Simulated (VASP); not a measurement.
# Ir (Fm-3m) in VASP: further runs

Ir is run at these levels: r2SCAN, LDA; tasks: single point.

Program: VASP 6.6.1. These are calculated values, not measurements. Logs are shortened: lines on timing, memory, paths and dates and some standing lists are left out, and cuts for length are marked.

## (1) The cell of the first run

Symmetry: Fm-3m, No. 225, cubic system. The conventional cell has a = 3.857 Å, b = 3.857 Å, c = 3.857 Å, α = 90.00°, β = 90.00°, γ = 90.00°. Ir (site symmetry m-3m) has 12 Ir at 2.73 Å within 3.6 Å.

## (2) Single point, r2SCAN

POSCAR

```
Ir
1.0
    0.0000000000      1.9282864624      1.9282864624
    1.9282864624      0.0000000000      1.9282864624
    1.9282864624      1.9282864624      0.0000000000
Ir
1
Direct
    0.0000000000      0.0000000000      0.0000000000
```

INCAR.step1

```
SYSTEM = Ir
PREC = Accurate
ENCUT = 520
ISMEAR = -1
SIGMA = 0.05
LREAL = .False.
LASPH = .True.
NELM = 60
NBANDS = 10
GGA = PE
ALGO = Normal
EDIFF = 1E-4
LWAVE = .True.
LCHARG = .False.
```

INCAR.step2

```
SYSTEM = Ir
PREC = Accurate
ENCUT = 520
EDIFF = 1E-7
ISMEAR = -1
SIGMA = 0.05
LREAL = .False.
LASPH = .True.
NELM = 60
ALGO = Normal
ISIF = 2
LWAVE = .False.
LCHARG = .True.
METAGGA = R2SCAN
LMIXTAU = .True.
LELF = .True.
LVHAR = .True.
NBANDS = 10
ISTART = 1
```

KPOINTS

```
Automatic mesh
0
Gamma
  12 12 12
  0 0 0
```

Potentials or basis: VASP PAW PBE potentials, release 64 (Ir).

Started as:

```sh
cat potpaw_PBE.64/Ir/POTCAR > POTCAR
cp INCAR.step1 INCAR
mpirun -np 1 vasp_std > vasp.out
cp INCAR.step2 INCAR
mpirun -np 1 vasp_std > vasp.out
```

OUTCAR:

```text
SYSTEM = Ir
   PREC = Accurate
   ENCUT = 520
   EDIFF = 1E-7
   ISMEAR = -1
   LREAL = .False.
   LASPH = .True.
   NELM = 60
   ISIF = 2
   METAGGA = R2SCAN
   ISTART = 1

 ion  position               nearest neighbor table
   1  0.000  0.000  0.000-

  LATTYP: Found a face centered cubic cell.
 ALAT       =     3.8565729248

  Lattice vectors:

 A1 = (   0.0000000000,   1.9282864624,   1.9282864624)
 A2 = (   1.9282864624,   0.0000000000,   1.9282864624)
 A3 = (   1.9282864624,   1.9282864624,   0.0000000000)

Analysis of symmetry for initial positions (statically):
[... 5 lines left out ...]
 face centered cubic supercell.

 Subroutine GETGRP returns: Found 48 space group operations
 (whereof 48 operations were pure point group operations)
 out of a pool of 48 trial point group operations.

The static configuration has the point symmetry O_h .

Analysis of symmetry for dynamics (positions and initial velocities):
[... 5 lines left out ...]
 face centered cubic supercell.

 Subroutine GETGRP returns: Found 48 space group operations
 (whereof 48 operations were pure point group operations)
 out of a pool of 48 trial point group operations.

The dynamic configuration has the point symmetry O_h .

 Subroutine INISYM returns: Found 48 space group operations
 (whereof 48 operations are pure point group operations),
 and found     1 'primitive' translations

----------------------------------------------------------------------------------------

                                     Primitive cell

  volume of cell :      14.3399

  direct lattice vectors                    reciprocal lattice vectors
     0.000000000  1.928286462  1.928286462    -0.259297573  0.259297573  0.259297573
     1.928286462  0.000000000  1.928286462     0.259297573 -0.259297573  0.259297573
     1.928286462  1.928286462  0.000000000     0.259297573  0.259297573 -0.259297573

  length of vectors
     2.727008867  2.727008867  2.727008867     0.449116571  0.449116571  0.449116571

  position of ions in fractional coordinates (direct lattice)
     0.000000000  0.000000000  0.000000000

  ion indices of the primitive-cell ions
   primitive index   ion index
                 1           1

----------------------------------------------------------------------------------------

 KPOINTS: Automatic mesh

Automatic generation of k-mesh.
 Grid dimensions read from file:
 generate k-points for:   12   12   12

 Generating k-lattice:

  Cartesian coordinates                     Fractional coordinates (reciprocal lattice)
    -0.021608131  0.021608131  0.021608131     0.083333333  0.000000000  0.000000000
     0.021608131 -0.021608131  0.021608131     0.000000000  0.083333333  0.000000000
     0.021608131  0.021608131 -0.021608131     0.000000000  0.000000000  0.083333333

  Length of vectors
     0.037426381  0.037426381  0.037426381

  Shift w.r.t. Gamma in fractional coordinates (k-lattice)
     0.000000000  0.000000000  0.000000000

 Subroutine IBZKPT returns following result:
 ===========================================

 Found     72 irreducible k-points:

 Following reciprocal coordinates:
            Coordinates               Weight
  0.000000  0.000000  0.000000      1.000000
  0.083333  0.000000  0.000000      8.000000
  0.166667  0.000000  0.000000      8.000000
  0.250000  0.000000  0.000000      8.000000
  0.333333  0.000000  0.000000      8.000000
  0.416667  0.000000  0.000000      8.000000
[... 16 lines left out ...]
  0.500000  0.166667  0.000000     24.000000
 -0.416667  0.166667  0.000000     24.000000
 [... further k-points ...]
   k-points           NKPTS =     72   k-points in BZ     NKDIM =     72   number of bands    NBANDS=     10
   number of dos      NEDOS =    301   number of ions     NIONS =      1
   total plane-waves  NPLWV =   8000
   dimension x,y,z NGX =    20 NGY =   20 NGZ =   20
   dimension x,y,z NGXF=    40 NGYF=   40 NGZF=   40
   ions per type =               1
   NGX,Y,Z   is equivalent  to a cutoff of  12.19, 12.19, 12.19 a.u.
   NGXF,Y,Z  is equivalent  to a cutoff of  24.39, 24.39, 24.39 a.u.
 SYSTEM =  Ir
   PREC   = accura    normal or accurate (medium, high low for compatibility)
   ISTART =      1    job   : 0-new  1-cont  2-samecut
   ICHARG =      0    charge: 1-file 2-atom 10-const
   ISPIN  =      1    spin polarized calculation?
   LNONCOLLINEAR =      F non collinear calculations
   LSORBIT =      F    spin-orbit coupling
   LASPH  =      T    aspherical Exc in radial PAW
   ENCUT  =  520.0 eV  38.22 Ry    6.18 a.u.   5.07  5.07  5.07*2*pi/ulx,y,z
   NELM   =     60;   NELMIN=  2; NELMDL=  0     # of ELM steps
   EDIFF  = 0.1E-06   stopping-criterion for ELM
   LREAL  =      F    real-space projection
   EDIFFG = 0.1E-05   stopping-criterion for IOM
   NSW    =      0    number of steps for IOM
   IBRION =     -1    ionic relax: 0-MD 1-quasi-New 2-CG
   NFREE  =      0    steps in history (QN), initial steepest desc. (CG)
   ISIF   =      2    stress and relaxation
   ISYM   =      2    0-nonsym 1-usesym 2-fastsym
   POTIM  = 0.5000    time-step for ionic-motion
   TEBEG  =    0.0;   TEEND  =   0.0 temperature during run
   PSTRESS=    0.0 pullay stress
   NELECT =       9.0000    total number of electrons
   NUPDOWN=      -1.0000    fix difference up-down
   EMIN   =  10.00;   EMAX   =-10.00  energy-range for DOS
[... 5 lines left out ...]
     AMIX     =   0.40;   BMIX     =  1.00
     AMIX_MAG =   1.60;   BMIX_MAG =  1.00
  volume/ion in A,a.u.               =      14.34        96.77
  Fermi-wavevector in a.u.,A,eV,Ry     =   1.401654  2.648742 26.730463  1.964634
  Thomas-Fermi vector in A             =   2.524494
   LORBIT       =      0    0 simple, 1 ext, 2 COOP (PROOUT), +10 PAW based schemes
   METAGGA = R2SCAN    functional components
   LHFCALC =     F    Hartree Fock is set to
   AEXX    =    0.0000 exact exchange contribution
   IVDW    =     0    specifies the selected vdW correction
   LEPSILON=     F    determine dielectric tensor
   LRPA    =     F    only Hartree local field effects (RPA)
 non-spin polarized calculation
  energy-cutoff  :      520.00
  volume of cell :       14.34
 maximum number of plane-waves:       397
   NGX = 11   NGY = 11   NGZ = 11

 number of electron       9.0000000 magnetization

 Free energy of the ion-electron system (eV)
  ---------------------------------------------------
  ext. energy  EPLUGINS =         0.00000000
  ---------------------------------------------------
  free energy    TOTEN  =       -52.38575449 eV

  energy without entropy =      -52.38100123  energy(sigma->0) =      -52.38337786

 E-fermi :   9.9696     XC(G=0): -15.2366

 val. band max:        9.9663619448   @ k =  -0.2500   0.0833   0.0000
 cond. band min:       9.9965214286   @ k =  -0.3333   0.3333   0.0000
 fundamental gap:      0.0301594838
 Fermi energy:         9.9696378575

 k-point     1 :       0.0000    0.0000    0.0000
  band No.  band energies     occupation
      1      -1.4378      2.00000
      2       6.0211      2.00000
      3       6.0211      2.00000
      4       6.0211      2.00000
      5       8.6753      2.00000
      6       8.6753      2.00000
      7      25.0778      0.00000
      8      30.8531      0.00000
      9      30.8531      0.00000
     10      30.8531      0.00000

 k-point     2 :       0.0833    0.0000    0.0000
  band No.  band energies     occupation
      1      -1.1222      2.00000
      2       5.8579      2.00000
      3       6.1539      2.00000
      4       6.1539      2.00000
      5       8.5954      2.00000
      6       8.5954      2.00000
      7      25.6057      0.00000
      8      29.4059      0.00000
      9      31.3596      0.00000
     10      31.3596      0.00000

 k-point     3 :       0.1667    0.0000    0.0000
  band No.  band energies     occupation
      1      -0.2556      2.00000
      2       5.5289      2.00000
      3       6.4188      2.00000
      4       6.4188      2.00000
      5       8.5268      2.00000
      6       8.5268      2.00000
      7      26.7643      0.00000
      8      27.0803      0.00000
      9      32.7673      0.00000
     10      32.7673      0.00000

 k-point     4 :       0.2500    0.0000    0.0000
  band No.  band energies     occupation
      1       0.8388      2.00000
      2       5.4974      2.00000
      3       6.4518      2.00000
      4       6.4518      2.00000
      5       8.8923      2.00000
      6       8.8923      2.00000
      7      24.4900      0.00000
      8      27.4520      0.00000
      9      34.5963      0.00000
     10      34.5963      0.00000

 k-point     5 :       0.3333    0.0000    0.0000
  band No.  band energies     occupation
      1       1.5340      2.00000
      2       6.2098      2.00000
      3       6.2098      2.00000
      4       6.4223      2.00000
      5       9.7075      1.98949
      6       9.7075      1.98949
      7      21.7479      0.00000
      8      26.2563      0.00000
      9      33.4542      0.00000
     10      33.4542      0.00000

 k-point     6 :       0.4167    0.0000    0.0000
  band No.  band energies     occupation
      1       1.6787      2.00000
      2       5.9666      2.00000
      3       5.9666      2.00000
      4       8.1884      2.00000
      5      10.5114      0.00004
      6      10.5114      0.00004
      7      18.9121      0.00000
      8      25.0944      0.00000
      9      31.4145      0.00000
     10      31.4146      0.00000
[... 183 lines left out ...]
 k-point    21 :       0.3333    0.1667    0.0000
  band No.  band energies     occupation
      1       2.0391      2.00000
      2       4.4770      2.00000
      3       6.0480      2.00000
      4       7.3268      2.00000
      5       9.3111      2.00000
      6      10.0996      0.13826
      7      24.3033      0.00000
      8      28.2922      0.00000
      9      29.6895      0.00000
     10      31.6502      0.00000

 k-point    22 :       0.4167    0.1667    0.0000
  band No.  band energies     occupation
      1       2.4914      2.00000
      2       5.0623      2.00000
      3       5.7637      2.00000
      4       7.0791      2.00000
      5      10.7569      0.00000
      6      11.1604      0.00000
      7      20.8539      0.00000
      8      27.0273      0.00000
      9      29.0058      0.00000
     10      31.1247      0.00000

 k-point    23 :       0.5000    0.1667    0.0000
  band No.  band energies     occupation
      1       2.5708      2.00000
      2       5.0852      2.00000
      3       6.5864      2.00000
      4       6.8288      2.00000
      5      10.9305      0.00000
      6      13.2457      0.00000
      7      17.8228      0.00000
      8      26.2594      0.00000
      9      29.0469      0.00000
     10      29.5301      0.00000

 k-point    24 :      -0.4167    0.1667    0.0000
  band No.  band energies     occupation
      1       2.6410      2.00000
      2       5.1121      2.00000
      3       6.7104      2.00000
      4       6.9330      2.00000
      5      10.4096      0.00030
      6      13.8625      0.00000
      7      17.4682      0.00000
      8      26.0154      0.00000
      9      28.2847      0.00000
     10      30.3175      0.00000

 [... further k-points ...]
[... 5 lines left out ...]
  --------------------------------------------------------------------------------------
  -------------------------------------------------------------------------------------
  Total       -0.1435638     -0.1435638     -0.1435638      0.0000000      0.0000000      0.0000000
  in kB      -16.0402453    -16.0402453    -16.0402453      0.0000000      0.0000000      0.0000000
  external PRESSURE =     -16.0402453 kB  Pullay stress =       0.0000000 kB

 VOLUME and BASIS-vectors are now :
 -----------------------------------------------------------------------------
  energy-cutoff  :      520.00
  volume of cell :       14.34
      direct lattice vectors                 reciprocal lattice vectors
     0.000000000  1.928286462  1.928286462    -0.259297573  0.259297573  0.259297573
     1.928286462  0.000000000  1.928286462     0.259297573 -0.259297573  0.259297573
     1.928286462  1.928286462  0.000000000     0.259297573  0.259297573 -0.259297573

 POSITION                                       TOTAL-FORCE (eV/Angst)
 -----------------------------------------------------------------------------------
      0.00000      0.00000      0.00000        -0.000000     -0.000000     -0.000000
 -----------------------------------------------------------------------------------
    total drift:                                0.000000     -0.000000     -0.000000

  FREE ENERGIE OF THE ION-ELECTRON SYSTEM (eV)
  ---------------------------------------------------
  free  energy   TOTEN  =       -52.3857544884 eV

  energy  without entropy=      -52.3810012332  energy(sigma->0) =      -52.38337786
```

Run time: 16 s. Hardware: 1 thread of Intel Xeon 6975P-C (Granite Rapids), shared host; peak memory 0.13 GiB.

What came out:

```yaml
Free_energy: -52.3858 eV
Pressure: -1.6 GPa
```

Caveat: the PAW data sets were made with another functional, which shifts forces and pressure a little; spin-orbit coupling is left out, which moves the levels of the heavy elements.

## (3) Single point, r2SCAN

This run uses another cell than the first one, of 14.62 Å³/atom, 1.020 times its volume.

POSCAR

```
Ir
1.0
    0.0000000000      1.9408081540      1.9408081540
    1.9408081540      0.0000000000      1.9408081540
    1.9408081540      1.9408081540      0.0000000000
Ir
1
Direct
    0.0000000000      0.0000000000      0.0000000000
```

INCAR.step1

```
  PREC = Accurate
  ENCUT = 520
  ISMEAR = -1
  SIGMA = 0.05
  LREAL = F
  LASPH = T
  NELM = 80
  NBANDS = 10
  GGA = PE
  ALGO = Normal
  EDIFF = 1E-4
  LWAVE = T
  LCHARG = F
```

INCAR.step2

```
  PREC = Accurate
  ENCUT = 520
  EDIFF = 1E-7
  ISMEAR = -1
  SIGMA = 0.05
  LREAL = F
  LASPH = T
  NELM = 80
  ALGO = Normal
  ISIF = 2
  LWAVE = F
  LCHARG = F
  METAGGA = R2SCAN
  LMIXTAU = T
  NBANDS = 10
  ISTART = 1
```

KPOINTS

```
Automatic mesh
0
Gamma
  12 12 12
```

Potentials or basis: VASP PAW PBE potentials, release 64 (Ir).

Started as:

```sh
cat potpaw_PBE.64/Ir/POTCAR > POTCAR
cp INCAR.step1 INCAR
mpirun -np 1 vasp_std > vasp.out
cp INCAR.step2 INCAR
mpirun -np 1 vasp_std > vasp.out
```

OUTCAR:

```text
PREC = Accurate
   ENCUT = 520
   EDIFF = 1E-7
   ISMEAR = -1
   LREAL = F
   LASPH = T
   NELM = 80
   ISIF = 2
   METAGGA = R2SCAN
   ISTART = 1

 ion  position               nearest neighbor table
   1  0.000  0.000  0.000-

  LATTYP: Found a face centered cubic cell.
 ALAT       =     3.8816163080

  Lattice vectors:

 A1 = (   0.0000000000,   1.9408081540,   1.9408081540)
 A2 = (   1.9408081540,   0.0000000000,   1.9408081540)
 A3 = (   1.9408081540,   1.9408081540,   0.0000000000)
[... 480 lines left out ...]
      1       2.4969      2.00000
      2       4.9284      2.00000
      3       6.4779      2.00000
      4       6.6888      2.00000
      5      10.0615      0.00038
      6      13.4535      0.00000
      7      16.9603      0.00000
      8      25.5822      0.00000
      9      27.7957      0.00000
     10      29.7600      0.00000

 [... further k-points ...]
[... 5 lines left out ...]
  --------------------------------------------------------------------------------------
  -------------------------------------------------------------------------------------
  Total       -0.7710595     -0.7710595     -0.7710595      0.0000000      0.0000000     -0.0000000
  in kB      -84.4929818    -84.4929818    -84.4929818      0.0000000      0.0000000     -0.0000000
  external PRESSURE =     -84.4929818 kB  Pullay stress =       0.0000000 kB

 VOLUME and BASIS-vectors are now :
 -----------------------------------------------------------------------------
  energy-cutoff  :      520.00
  volume of cell :       14.62
      direct lattice vectors                 reciprocal lattice vectors
     0.000000000  1.940808154  1.940808154    -0.257624639  0.257624639  0.257624639
     1.940808154  0.000000000  1.940808154     0.257624639 -0.257624639  0.257624639
     1.940808154  1.940808154  0.000000000     0.257624639  0.257624639 -0.257624639

 POSITION                                       TOTAL-FORCE (eV/Angst)
 -----------------------------------------------------------------------------------
      0.00000      0.00000      0.00000         0.000000      0.000000      0.000000
 -----------------------------------------------------------------------------------
    total drift:                                0.000000      0.000000      0.000000

  FREE ENERGIE OF THE ION-ELECTRON SYSTEM (eV)
  ---------------------------------------------------
  free  energy   TOTEN  =       -52.3768802101 eV

  energy  without entropy=      -52.3719643382  energy(sigma->0) =      -52.37442227
```

OUTCAR.step1:

```text
PREC = Accurate
   ENCUT = 520
   ISMEAR = -1
   LREAL = F
   LASPH = T
   NELM = 80
[... 525 lines left out ...]

 POSITION                                       TOTAL-FORCE (eV/Angst)
 -----------------------------------------------------------------------------------
      0.00000      0.00000      0.00000        -0.000000      0.000000     -0.000000
 -----------------------------------------------------------------------------------
    total drift:                                0.000000      0.000000      0.000000

  FREE ENERGIE OF THE ION-ELECTRON SYSTEM (eV)
  ---------------------------------------------------
  free  energy   TOTEN  =        -8.8687363950 eV

  energy  without entropy=       -8.8636675201  energy(sigma->0) =       -8.86620196
```

It took 17 s on 1 thread of Intel Xeon 6975P-C (Granite Rapids), shared host; peak memory 0.13 GiB.

Results:

* Free energy: -52.3769 eV
* Pressure: -8.4 GPa

Caveat: the PAW data sets were made with another functional, which shifts forces and pressure a little; spin-orbit coupling is left out, which moves the levels of the heavy elements.

## (4) Single point, r2SCAN

This run uses another cell than the first one, of 14.90 Å³/atom, 1.039 times its volume.

POSCAR

```
Ir
1.0
    0.0000000000      1.9531703226      1.9531703226
    1.9531703226      0.0000000000      1.9531703226
    1.9531703226      1.9531703226      0.0000000000
Ir
1
Direct
    0.0000000000      0.0000000000      0.0000000000
```

INCAR.step1

```
PREC = Accurate
ENCUT = 520
ISMEAR = -1
SIGMA = 0.05
LREAL = F
LASPH = T
NELM = 100
NBANDS = 10
GGA = PE
ALGO = Normal
EDIFF = 1E-4
LWAVE = T
LCHARG = F
```

INCAR.step2

```
PREC = Accurate
ENCUT = 520
EDIFF = 1E-6
ISMEAR = -1
SIGMA = 0.05
LREAL = F
LASPH = T
NELM = 100
ALGO = Normal
ISIF = 2
LWAVE = F
LCHARG = F
METAGGA = R2SCAN
LMIXTAU = T
NBANDS = 10
ISTART = 1
```

KPOINTS is that of step 3.

Started as:

```sh
cat potpaw_PBE.64/Ir/POTCAR > POTCAR
cp INCAR.step1 INCAR
mpirun -np 1 vasp_std > vasp.out
cp INCAR.step2 INCAR
mpirun -np 1 vasp_std > vasp.out
```

Wall time 16 s (1 thread of Intel Xeon 6975P-C (Granite Rapids), shared host); peak memory 0.15 GiB.

The run converged. Its results:

```yaml
Free_energy: -52.3567 eV
Pressure: -14.5 GPa
```

Levels at points of the mesh, in eV from the Fermi level:
```
           k point  band 1  band 2  band 3  band 4  band 5  band 6  band 7  band 8  band 9
(0.00, 0.00, 0.00)  -10.98   -3.71   -3.71   -3.71   -1.22   -1.22   15.19   20.73   20.73
(0.50, 0.00, 0.00)   -7.88   -3.85   -3.85   -0.58    0.82    0.82    7.11   14.81   20.33
(0.50, 0.50, 0.00)   -7.62   -7.07    0.73    1.41    1.41    1.77   10.34   12.05   12.05
```

Caveat: the PAW data sets were made with another functional, which shifts forces and pressure a little; spin-orbit coupling is left out, which moves the levels of the heavy elements.

[end of part 1 of 2]
